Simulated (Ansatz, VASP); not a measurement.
# Two plane-wave programs on PtSe2

File INCAR:

```
ALGO = Normal ; EDIFF = 1E-7
ENCUT = 520 ; GGA = PE
ISIF = 2 ; ISMEAR = 0
IVDW = 12 ; LASPH = True
LCHARG = False ; LREAL = False
LWAVE = False ; NBANDS = 18
NELM = 60 ; PREC = Accurate
SIGMA = 0.15
```

Contents of KPOINTS:

```
k-points
0
Gamma
  12 12 10
```

Contents of POSCAR:

```
PtSe2
1.0
    3.7240006046      0.0000000000      0.0000000000
   -1.8620003023      3.2250791273      0.0000000000
    0.0000000000      0.0000000000      5.0620000000
Pt Se
1 2
Direct
    0.0000000000      0.0000000000      0.0000000000
    0.3286822847      0.6573645693      0.2500000000
    0.6713177153      0.3426354307      0.7500000000
```

Input for Ansatz:

```yaml
crystal:
  lattice:
    - [3.7240006046, 0.0, 0.0]
    - [-1.8620003023, 3.2250791273, 0.0]
    - [0.0, 0.0, 5.062]
  atoms:
    - { symbol: Pt, position: [0.0, 0.0, 0.0] }
    - { symbol: Se, position: [0.3286822847, 0.6573645693, 0.25] }
    - { symbol: Se, position: [0.6713177153, 0.3426354307, 0.75] }
basis:
  ecutwfc: 420
kpoints:
  mp_grid: { grid: [12, 12, 10] }
hamiltonian:
  xc: pbe
  dispersion: d3bj
scf:
  occupations: { method: gaussian, width: 0.15 }
output:
  forces: true
  stress: true
  eigenvalues: true
```

Change from the starting cell: mode 4 (178.8 1/cm) frozen in, largest displacement -0.030 Å.

Alike in both runs: task single point; functional PBE; dispersion D3(BJ); k mesh 12 × 12 × 10; occupations gaussian, width 0.15 eV; no spin polarisation.

```csv
,VASP,Ansatz
version,VASP 6.6.1,Ansatz 0.2.0
potentials or method,"VASP PAW PBE potentials, release 64 (Pt, Se), cutoff 520 eV","scalar-relativistic, plane waves, PAW"
valence electrons in the cell,22,50
```

Ansatz gave:

| Item | Value |
| --- | --- |
| gap on the k mesh at the Fermi level (eV) | none |
| pressure (GPa) | 3.5 |
| traceless stress, the component that is largest in VASP (GPa) | 1.71 |
| rms of the force components (eV/Å) | 0.319 |

**Question.** Estimate VASP's values.

**Answer.** gap on the k mesh at the Fermi level (eV): none; pressure (GPa): 3.5; traceless stress, the component that is largest in VASP (GPa): 1.72; rms of the force components (eV/Å): 0.321.

Atom by atom the forces differ by 0.003 eV/Å (rms over components). A gap of «none» marks a metal or a gap that the smearing closes. VASP's potentials hold 22 valence electrons a cell and Ansatz's 50, so a difference there can come from the potentials and not from the codes.

Spin-orbit coupling is off throughout.
